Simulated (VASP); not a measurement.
# Fe (Pm-3m) in VASP: further runs, part 2 of 2

VASP 6.6.1. The steps go on from the part before.

## Step 5: Single point, PBEsol, collinear spin, ferromagnetic start (12.13 Å³/atom)

This run uses another cell than the first one, of 12.13 Å³/atom.

The input, INCAR:

```
SYSTEM = Fe
PREC = Accurate
ENCUT = 520
EDIFF = 1E-6
ISMEAR = -1
SIGMA = 0.05
LREAL = .False.
LASPH = .True.
NELM = 150
ALGO = Normal
ISIF = 2
LWAVE = .False.
LCHARG = .True.
ISPIN = 2
MAGMOM = 2.263
LORBIT = 11
LMAXMIX = 4
GGA = PS
LELF = .True.
LVHAR = .True.
NBANDS = 14
```

The input, KPOINTS:

```
Automatic mesh
0
Gamma
  15 15 15
  0 0 0
```

The input, POSCAR:

```
Fe
1.0
    2.2975772252      0.0000000000      0.0000000000
    0.0000000000      2.2975772252      0.0000000000
    0.0000000000      0.0000000000      2.2975772252
Fe
1
Direct
    0.0000000000      0.0000000000      0.0000000000
```

Potentials or basis: VASP PAW PBE potentials, release 64 (Fe).

Launch:

```
cat potpaw_PBE.64/Fe/POTCAR > POTCAR
mpirun -np 1 vasp_std > vasp.out
```

OUTCAR:

```text
SYSTEM = Fe
   PREC = Accurate
   ENCUT = 520
   EDIFF = 1E-6
   ISMEAR = -1
   LREAL = .False.
   LASPH = .True.
   NELM = 150
   ISIF = 2
   ISPIN = 2
   LORBIT = 11
   GGA = PS

 ion  position               nearest neighbor table
   1  0.000  0.000  0.000-

  LATTYP: Found a simple cubic cell.
 ALAT       =     2.2975772252

  Lattice vectors:

 A1 = (   2.2975772252,   0.0000000000,   0.0000000000)
 A2 = (   0.0000000000,   2.2975772252,   0.0000000000)
 A3 = (   0.0000000000,   0.0000000000,   2.2975772252)

Analysis of symmetry for initial positions (statically):
=====================================================================
 Subroutine PRICEL returns:
 Original cell was already a primitive cell.

 Routine SETGRP: Setting up the symmetry group for a
 simple cubic supercell.

 Subroutine GETGRP returns: Found 48 space group operations
 (whereof 48 operations were pure point group operations)
 out of a pool of 48 trial point group operations.

The static configuration has the point symmetry O_h .

Analysis of symmetry for dynamics (positions and initial velocities):
=====================================================================
 Subroutine PRICEL returns:
 Original cell was already a primitive cell.

 Routine SETGRP: Setting up the symmetry group for a
 simple cubic supercell.

 Subroutine GETGRP returns: Found 48 space group operations
 (whereof 48 operations were pure point group operations)
 out of a pool of 48 trial point group operations.

The dynamic configuration has the point symmetry O_h .

Analysis of structural, dynamic, and magnetic symmetry:
=====================================================================
 Subroutine PRICEL returns:
 Original cell was already a primitive cell.

 Routine SETGRP: Setting up the symmetry group for a
 simple cubic supercell.

 Subroutine GETGRP returns: Found 48 space group operations
 (whereof 48 operations were pure point group operations)
 out of a pool of 48 trial point group operations.

[... 161 lines left out ...]
      5       5.0320      0.99028
      6       5.0320      0.99028
      7      25.1180      0.00000
      8      25.1180      0.00000
      9      25.1180      0.00000
     10      29.1874      0.00000
     11      29.1874      0.00000
     12      33.9701      0.00000
     13      46.5829      0.00000
     14      46.5829      0.00000
[... 379 lines left out ...]
      3       2.8190      1.00000
      4       4.0257      1.00000
      5       4.5607      1.00000
      6       4.6577      0.99999
      7      14.0546      0.00000
      8      21.4324      0.00000
      9      29.9145      0.00000
     10      30.8871      0.00000
     11      31.4841      0.00000
     12      39.4200      0.00000
     13      40.3085      0.00000
     14      41.9035      0.00000

 [... further k-points ...]

 spin component 2

 k-point     1 :       0.0000    0.0000    0.0000
  band No.  band energies     occupation
      1      -2.6613      1.00000
      2       2.5208      1.00000
      3       2.5210      1.00000
      4       7.8193      0.00000
      5       7.8193      0.00000
      6       7.8196      0.00000
      7      25.7288      0.00000
      8      25.7288      0.00000
      9      25.7288      0.00000
     10      29.7472      0.00000
     11      29.7473      0.00000
     12      34.0462      0.00000
     13      47.0501      0.00000
     14      47.0501      0.00000
[... 379 lines left out ...]
      3       4.3538      1.00000
      4       6.4887      0.00000
      5       6.6530      0.00000
      6       7.3860      0.00000
      7      14.9566      0.00000
      8      22.1333      0.00000
      9      30.4477      0.00000
     10      31.6420      0.00000
     11      31.8612      0.00000
     12      39.8645      0.00000
     13      41.0476      0.00000
     14      42.2850      0.00000

 [... further k-points ...]

------------------------ aborting loop because EDIFF is reached ----------------------------------------

  FORCE on cell =-STRESS in cart. coord.  units (eV):
  Direction    XX          YY          ZZ          XY          YZ          ZX
  --------------------------------------------------------------------------------------
  -------------------------------------------------------------------------------------
  Total        0.4281342      0.4281342      0.4281342      0.0000000     -0.0000000      0.0000000
  in kB       56.5561922     56.5561922     56.5561922      0.0000000     -0.0000000      0.0000000
  external PRESSURE =      56.5561922 kB  Pullay stress =       0.0000000 kB

 VOLUME and BASIS-vectors are now :
 -----------------------------------------------------------------------------
  energy-cutoff  :      520.00
  volume of cell :       12.13
      direct lattice vectors                 reciprocal lattice vectors
     2.297577225  0.000000000  0.000000000     0.435241083  0.000000000  0.000000000
     0.000000000  2.297577225  0.000000000     0.000000000  0.435241083  0.000000000
     0.000000000  0.000000000  2.297577225     0.000000000  0.000000000  0.435241083

 POSITION                                       TOTAL-FORCE (eV/Angst)
 -----------------------------------------------------------------------------------
      0.00000      0.00000      0.00000         0.000000      0.000000      0.000000
 -----------------------------------------------------------------------------------
    total drift:                                0.000000      0.000000      0.000000

  FREE ENERGIE OF THE ION-ELECTRON SYSTEM (eV)
  ---------------------------------------------------
  free  energy   TOTEN  =        -8.0789739760 eV

  energy  without entropy=       -8.0723252549  energy(sigma->0) =       -8.07564962

 total charge

# of ion       s       p       d       tot
------------------------------------------
    1        0.533   0.470   6.348   7.351

 magnetization (x)

# of ion       s       p       d       tot
------------------------------------------
    1        0.000  -0.007   2.223   2.216
```

stdout:

```text
POSCAR found type information on POSCAR Fe
 POSCAR found :  1 types and       1 ions
 scaLAPACK will be used
 -----------------------------------------------------------------------------
|                                                                             |
|                                                                             |
|     You enforced a specific xc type in the INCAR file but a different       |
|     I HOPE YOU KNOW WHAT YOU ARE DOING!                                     |
|                                                                             |
 -----------------------------------------------------------------------------

 LDA part: xc-table for (Slater+PW92), standard interpolation
 POSCAR, INCAR and KPOINTS ok, starting setup
 FFT: planning ... GRIDC
 FFT: planning ... GRID_SOFT
 FFT: planning ... GRID
 WAVECAR not read
 entering main loop
```

Run time: 16 s. Hardware: 1 thread of Intel Xeon 6975P-C (Granite Rapids), shared host; peak memory 0.14 GiB.

Results:

* Free energy: -8.0790 eV
* Pressure: 5.7 GPa
* Net moment: 2.24 μB per cell
* Site moments: Fe +2.22 μB
* Valence electrons inside the program's atomic spheres: Fe 7.35

Levels at points of the mesh, in eV from the Fermi level:
Spin up:
| k point | band 1 | band 2 | band 3 | band 4 | band 5 | band 6 | band 7 | band 8 | band 9 | band 10 |
| --- | --- | --- | --- | --- | --- | --- | --- | --- | --- | --- |
| (0.00, 0.00, 0.00) | -8.29 | -4.20 | -4.20 | -0.23 | -0.23 | -0.23 | 19.85 | 19.85 | 19.85 | 23.92 |
Spin down:
| k point | band 1 | band 2 | band 3 | band 4 | band 5 | band 6 |
| --- | --- | --- | --- | --- | --- | --- |
| (0.00, 0.00, 0.00) | -7.92 | -2.74 | -2.74 | 2.56 | 2.56 | 2.56 |

Caveat: the cell stands under pressure; the PAW data sets were made with another functional, which shifts forces and pressure a little.

## Step 6: Summary

```tsv
cell	k mesh	gap on the mesh (eV)	pressure (GPa)	moment (μB)
a = 2.329 Å, 1 atom	13 × 13 × 13	none	-0.3	2.36
a = 2.232 Å, 1 atom	15 × 15 × 15	none	21.4	1.96
a = 2.265 Å, 1 atom	15 × 15 × 15	none	13.9	2.16
a = 2.298 Å, 1 atom	15 × 15 × 15	none	5.7	2.24
```

Alike in all rows: task single point; level PBEsol; potentials or basis VASP PAW PBE potentials, release 64 (Fe); spin collinear, ferromagnetic start; cutoff (eV) 520; smearing fermi-dirac 0.05 eV.

Caveats: the PAW data sets were made with another functional, which shifts forces and pressure a little; the cell stands under pressure (at least some runs).

Total energies depend on the potentials used, so only differences within one code and one set of settings carry meaning.
